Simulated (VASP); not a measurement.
SrO: single point with PBE

SrO:

```
Sr O
1.0
     0.00000    2.59754    2.59754
     2.59754    0.00000    2.59754
     2.59754    2.59754    0.00000
Sr O
1 1
Cartesian
  0.0000 0.0000 0.0000
  2.5975 2.5975 2.5975
```

- Program: VASP 6.6.1
- Task: single point
- Functional: PBE
- Potentials or basis: VASP PAW PBE potentials, release 64 (Sr_sv, O)
- Cutoff: 600 eV
- k mesh: 8 × 8 × 8
- Occupations: gaussian, width 0.02 eV
- Spin: no spin polarisation

```yaml
Pressure: 0.4 GPa
Band_gap_on_the_k_mesh: 3.28 eV (least direct gap 3.39 eV)
```

Levels at points of the mesh, in eV from the valence-band top:
```tsv
k point	band 4	band 5	band 6	band 7	band 8	band 9	band 10	band 11	band 12	band 13
(0.00, 0.00, 0.00)	-14.17	-14.17	0.00	0.00	0.00	3.77	6.14	6.14	6.14	8.24
(0.50, 0.00, 0.00)	-14.24	-12.99	-2.11	-1.08	-1.08	6.42	8.21	8.67	8.67	11.62
(0.50, 0.50, 0.00)	-14.50	-14.50	-0.48	-0.11	-0.11	3.28	7.57	9.97	10.11	10.84
```

Run time: 17 s on 1 thread of Intel(R) Xeon(R) Platinum 8375C CPU @ 2.90GHz (Ice Lake), on a shared host, peak memory 0.18 GiB.

A k mesh can miss the band edges.
